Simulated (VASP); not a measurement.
# HfN (P6_3/mmc) in VASP: notebook

Aim: see how the results for HfN move with the level of theory and the settings. Levels: LDA, PBEsol, BLYP+D3(BJ). Tasks: single point.

Everything below comes from runs of VASP 6.6.1. Logs are shortened: lines on timing, memory, paths and dates and some standing lists are left out, and cuts for length are marked.

### 1 The cell of the first run

The structure is hexagonal, space group P6_3/mmc (No. 194). The conventional cell has a = 3.100 Å, b = 3.100 Å, c = 5.364 Å, α = 90.00°, β = 90.00°, γ = 120.00°. Hf (site symmetry -6m2) has 6 N at 2.24 Å within 3.0 Å. Within 3.0 Å of N (site symmetry -3m) lie 6 Hf at 2.24 Å and 2 N at 2.68 Å.

### 2 Single point, LDA

Input file INCAR:

```
SYSTEM = HfN
PREC     = Accurate       ! precision mode
ENCUT    = 520            ! plane-wave cutoff, eV
EDIFF    = 1E-6           ! SCF threshold, eV
ISMEAR   = 1              ! smearing method
SIGMA    = 0.1            ! smearing width, eV
LREAL    = .FALSE.        ! projectors in reciprocal space
LASPH    = .TRUE.         ! aspherical terms in the spheres
NELM     = 60             ! most SCF steps
ALGO     = Normal         ! electronic algorithm
ISIF     = 2              ! what is computed and relaxed
LWAVE    = .FALSE.        ! write WAVECAR
LCHARG   = .FALSE.        ! write CHGCAR
NBANDS   = 23             ! bands
```

Input file KPOINTS:

```
regular mesh
0
G
  8 8 4
  0 0 0
```

Input file POSCAR:

```
HfN
1.0
    3.1000925517      0.0000000000      0.0000000000
   -1.5500462759      2.6847589039      0.0000000000
    0.0000000000      0.0000000000      5.3643350263
Hf N
2 2
Direct
    0.6666666667      0.3333333333      0.7500000000
    0.3333333333      0.6666666667      0.2500000000
    0.0000000000      0.0000000000      0.0000000000
    0.0000000000      0.0000000000      0.5000000000
```

Potentials or basis: VASP PAW LDA potentials, release 64 (Hf_pv, N).

The run is started by

```console
$ cat potpaw_LDA.64/Hf_pv/POTCAR potpaw_LDA.64/N/POTCAR > POTCAR
$ mpirun -np 1 vasp_std > vasp.out
```

OUTCAR:

```text
SYSTEM = HfN
   PREC = Accurate
   ENCUT = 520
   EDIFF = 1E-6
   ISMEAR = 1
   LREAL = .FALSE.
   LASPH = .TRUE.
   NELM = 60
   ISIF = 2

 ion  position               nearest neighbor table
   1  0.667  0.333  0.750-   3 2.24   4 2.24   3 2.24   4 2.24   3 2.24   4 2.24   2 3.22   2 3.22
                             2 3.22   2 3.22   2 3.22   2 3.22
   2  0.333  0.667  0.250-   3 2.24   4 2.24   3 2.24   4 2.24   3 2.24   4 2.24   1 3.22   1 3.22
                             1 3.22   1 3.22   1 3.22   1 3.22
   3  0.000  0.000  0.000-   1 2.24   2 2.24   1 2.24   2 2.24   1 2.24   2 2.24
   4  0.000  0.000  0.500-   1 2.24   2 2.24   1 2.24   2 2.24   1 2.24   2 2.24

  LATTYP: Found a hexagonal cell.
 ALAT       =     3.1000925517
 C/A-ratio  =     1.7303789925

  Lattice vectors:

 A1 = (   3.1000925517,   0.0000000000,   0.0000000000)
 A2 = (  -1.5500462759,   2.6847589039,   0.0000000000)
 A3 = (   0.0000000000,   0.0000000000,   5.3643350263)

Analysis of symmetry for initial positions (statically):
=====================================================================
 Subroutine PRICEL returns:
 Original cell was already a primitive cell.

 Routine SETGRP: Setting up the symmetry group for a
 hexagonal supercell.

 Subroutine GETGRP returns: Found 24 space group operations
 (whereof 12 operations were pure point group operations)
 out of a pool of 24 trial point group operations.

The static configuration has the point symmetry D_3d.
 The point group associated with its full space group is D_6h.

Analysis of symmetry for dynamics (positions and initial velocities):
=====================================================================
 Subroutine PRICEL returns:
 Original cell was already a primitive cell.

 Routine SETGRP: Setting up the symmetry group for a
 hexagonal supercell.

 Subroutine GETGRP returns: Found 24 space group operations
 (whereof 12 operations were pure point group operations)
 out of a pool of 24 trial point group operations.

The dynamic configuration has the point symmetry D_3d.
 The point group associated with its full space group is D_6h.

 Subroutine INISYM returns: Found 24 space group operations
 (whereof 12 operations are pure point group operations),
 and found     1 'primitive' translations

----------------------------------------------------------------------------------------

                                     Primitive cell

  volume of cell :      44.6474

  direct lattice vectors                    reciprocal lattice vectors
     3.100092552  0.000000000  0.000000000     0.322571015  0.186236462  0.000000000
    -1.550046276  2.684758904  0.000000000     0.000000000  0.372472924  0.000000000
     0.000000000  0.000000000  5.364335026     0.000000000  0.000000000  0.186416396

  length of vectors
     3.100092552  3.100092552  5.364335026     0.372472924  0.372472924  0.186416396

  position of ions in fractional coordinates (direct lattice)
     0.666666667  0.333333333  0.750000000
     0.333333333  0.666666667  0.250000000
     0.000000000  0.000000000  0.000000000
     0.000000000  0.000000000  0.500000000

  ion indices of the primitive-cell ions
   primitive index   ion index
                 1           1
                 2           2
                 3           3
                 4           4

----------------------------------------------------------------------------------------

 KPOINTS: regular mesh

Automatic generation of k-mesh.
 Grid dimensions read from file:
 generate k-points for:    8    8    4

 Generating k-lattice:

  Cartesian coordinates                     Fractional coordinates (reciprocal lattice)
     0.040321377  0.023279558  0.000000000     0.125000000  0.000000000  0.000000000
     0.000000000  0.046559116  0.000000000     0.000000000  0.125000000  0.000000000
     0.000000000  0.000000000  0.046604099     0.000000000  0.000000000  0.250000000

  Length of vectors
     0.046559116  0.046559116  0.046604099

  Shift w.r.t. Gamma in fractional coordinates (k-lattice)
     0.000000000  0.000000000  0.000000000

 Subroutine IBZKPT returns following result:
 ===========================================

 Found     30 irreducible k-points:

 Following reciprocal coordinates:
            Coordinates               Weight
  0.000000  0.000000  0.000000      1.000000
  0.125000  0.000000  0.000000      6.000000
  0.250000  0.000000  0.000000      6.000000
  0.375000  0.000000  0.000000      6.000000
  0.500000  0.000000  0.000000      3.000000
  0.125000  0.125000  0.000000      6.000000
[... 16 lines left out ...]
  0.250000  0.000000  0.500000      6.000000
  0.375000  0.000000  0.500000      6.000000
 [... further k-points ...]
   k-points           NKPTS =     30   k-points in BZ     NKDIM =     30   number of bands    NBANDS=     23
   number of dos      NEDOS =    301   number of ions     NIONS =      4
   total plane-waves  NPLWV =  23040
   dimension x,y,z NGX =    24 NGY =   24 NGZ =   40
   dimension x,y,z NGXF=    48 NGYF=   48 NGZF=   80
   ions per type =               2   2
   NGX,Y,Z   is equivalent  to a cutoff of  12.87, 12.87, 12.40 a.u.
   NGXF,Y,Z  is equivalent  to a cutoff of  25.74, 25.74, 24.79 a.u.
 SYSTEM =  HfN
   PREC   = accura    normal or accurate (medium, high low for compatibility)
   ISTART =      0    job   : 0-new  1-cont  2-samecut
   ICHARG =      2    charge: 1-file 2-atom 10-const
   ISPIN  =      1    spin polarized calculation?
   LNONCOLLINEAR =      F non collinear calculations
   LSORBIT =      F    spin-orbit coupling
   LASPH  =      T    aspherical Exc in radial PAW
   ENCUT  =  520.0 eV  38.22 Ry    6.18 a.u.   5.76  5.76  9.97*2*pi/ulx,y,z
   NELM   =     60;   NELMIN=  2; NELMDL= -5     # of ELM steps
   EDIFF  = 0.1E-05   stopping-criterion for ELM
   LREAL  =      F    real-space projection
   EDIFFG = 0.1E-04   stopping-criterion for IOM
   NSW    =      0    number of steps for IOM
   IBRION =     -1    ionic relax: 0-MD 1-quasi-New 2-CG
   NFREE  =      0    steps in history (QN), initial steepest desc. (CG)
   ISIF   =      2    stress and relaxation
   ISYM   =      2    0-nonsym 1-usesym 2-fastsym
   POTIM  = 0.5000    time-step for ionic-motion
   TEBEG  =    0.0;   TEEND  =   0.0 temperature during run
   PSTRESS=    0.0 pullay stress
   NELECT =      30.0000    total number of electrons
   NUPDOWN=      -1.0000    fix difference up-down
   EMIN   =  10.00;   EMAX   =-10.00  energy-range for DOS
   EFERMI =   0.00;   METHOD = LEGACY
   ISMEAR =     1;   SIGMA  =   0.10  broadening in eV -4-tet -1-fermi 0-gaus
   EFERMI_NEDOS =   21; number of points for ismear=-14 and -15
   IALGO  =     38    algorithm
   IMIX   =      4    mixing-type and parameters
     AMIX     =   0.40;   BMIX     =  1.00
     AMIX_MAG =   1.60;   BMIX_MAG =  1.00
  volume/ion in A,a.u.               =      11.16        75.32
  Fermi-wavevector in a.u.,A,eV,Ry     =   1.433893  2.709664 27.974233  2.056048
  Thomas-Fermi vector in A             =   2.553361
   LORBIT       =      0    0 simple, 1 ext, 2 COOP (PROOUT), +10 PAW based schemes
   GGA     = CA    functional components
   LHFCALC =     F    Hartree Fock is set to
   AEXX    =    0.0000 exact exchange contribution
   IVDW    =     0    specifies the selected vdW correction
   LEPSILON=     F    determine dielectric tensor
   LRPA    =     F    only Hartree local field effects (RPA)
 non-spin polarized calculation
 Methfessel and Paxton  Order N= 1 SIGMA  =   0.10
  energy-cutoff  :      520.00
  volume of cell :       44.65
 maximum number of plane-waves:      1232
 NGX is ok and might be reduce to    24
   NGX = 11   NGY = 11   NGZ = 19

 number of electron      30.0000004 magnetization

 Free energy of the ion-electron system (eV)
  ---------------------------------------------------
  ext. energy  EPLUGINS =         0.00000000
  ---------------------------------------------------
  free energy    TOTEN  =       -47.56931155 eV

  energy without entropy =      -47.56294591  energy(sigma->0) =      -47.56718967

 E-fermi :   7.8846     XC(G=0): -13.1531

 val. band max:        7.8783244592   @ k =   0.1250   0.0000   0.2500
 cond. band min:       7.8854289143   @ k =   0.3750   0.1250   0.5000
 fundamental gap:      0.0071044551
 Fermi energy:         7.8845775209

 k-point     1 :       0.0000    0.0000    0.0000
  band No.  band energies     occupation
      1     -23.4656      2.00000
      2     -22.4754      2.00000
      3     -22.3767      2.00000
      4     -22.3767      2.00000
      5     -22.3087      2.00000
      6     -22.3087      2.00000
[... 15 lines left out ...]
     22      13.8644      0.00000
     23      13.8644      0.00000

 k-point     2 :       0.1250    0.0000    0.0000
  band No.  band energies     occupation
      1     -23.4027      2.00000
      2     -22.5305      2.00000
      3     -22.4811      2.00000
      4     -22.4523      2.00000
      5     -22.4231      2.00000
      6     -22.3235      2.00000
[... 15 lines left out ...]
     22      13.3340      0.00000
     23      13.8089      0.00000

 k-point     3 :       0.2500    0.0000    0.0000
  band No.  band energies     occupation
      1     -23.2364      2.00000
      2     -22.9024      2.00000
      3     -22.7637      2.00000
      4     -22.5213      2.00000
      5     -22.5070      2.00000
      6     -22.3713      2.00000
[... 15 lines left out ...]
     22      13.4730      0.00000
     23      13.7223      0.00000
[... 495 lines left out ...]
 k-point    23 :       0.2500    0.0000    0.5000
  band No.  band energies     occupation
      1     -23.0484      2.00000
      2     -23.0484      2.00000
      3     -22.6625      2.00000
      4     -22.6625      2.00000
      5     -22.4469      2.00000
      6     -22.4469      2.00000
[... 15 lines left out ...]
     22      13.3737      0.00000
     23      14.6174      0.00000

 k-point    24 :       0.3750    0.0000    0.5000
  band No.  band energies     occupation
      1     -23.2634      2.00000
      2     -23.2634      2.00000
      3     -22.6856      2.00000
      4     -22.6856      2.00000
      5     -22.5192      2.00000
      6     -22.5192      2.00000
[... 15 lines left out ...]
     22      13.7693      0.00000
     23      15.5271      0.00000

 [... further k-points ...]
[... 5 lines left out ...]
  --------------------------------------------------------------------------------------
  -------------------------------------------------------------------------------------
  Total       -0.2942120     -0.2942120     -0.3092943      0.0000000      0.0000000      0.0000000
  in kB      -10.5578410    -10.5578410    -11.0990732      0.0000000      0.0000000      0.0000000
  external PRESSURE =     -10.7382517 kB  Pullay stress =       0.0000000 kB

 VOLUME and BASIS-vectors are now :
 -----------------------------------------------------------------------------
  energy-cutoff  :      520.00
  volume of cell :       44.65
      direct lattice vectors                 reciprocal lattice vectors
     3.100092552  0.000000000  0.000000000     0.322571015  0.186236462  0.000000000
    -1.550046276  2.684758904  0.000000000     0.000000000  0.372472924  0.000000000
     0.000000000  0.000000000  5.364335026     0.000000000  0.000000000  0.186416396

 POSITION                                       TOTAL-FORCE (eV/Angst)
 -----------------------------------------------------------------------------------
      1.55005      0.89492      4.02325        -0.000000     -0.000000      0.000000
     -0.00000      1.78984      1.34108        -0.000000      0.000000      0.000000
      0.00000      0.00000      0.00000         0.000000      0.000000      0.000000
      0.00000      0.00000      2.68217         0.000000      0.000000      0.000000
 -----------------------------------------------------------------------------------
    total drift:                                0.000000     -0.000000      0.000000

  FREE ENERGIE OF THE ION-ELECTRON SYSTEM (eV)
  ---------------------------------------------------
  free  energy   TOTEN  =       -47.5693115509 eV

  energy  without entropy=      -47.5629459089  energy(sigma->0) =      -47.56718967
```

It took 35 s on 1 thread of Intel Xeon 8259CL, shared host; peak memory 0.16 GiB.

Results:

| Quantity | Value |
| --- | --- |
| Free energy | -47.5693 eV |
| Pressure | -1.1 GPa |
| Band gap on the k mesh | zero (band 15 reaches 9.97 eV, above the bottom of band 16 at 7.59 eV) |

Levels at points of the mesh, in eV from the Fermi level:
```
           k point  band 13  band 14  band 15  band 16  band 17  band 18
(0.00, 0.00, 0.00)    -3.48    -1.53    -0.54     0.85     0.85     1.58
(0.50, 0.00, 0.00)    -3.06    -2.70    -2.24     2.73     3.07     4.76
(0.00, 0.00, 0.50)    -4.30    -4.30     2.08     2.08     3.13     3.13
(0.50, 0.00, 0.50)    -4.37    -4.37    -0.05    -0.05     5.08     5.08
```

Caveat: spin-orbit coupling is left out, which moves the levels of the heavy elements.

(Part 1 of 2 ends here.)
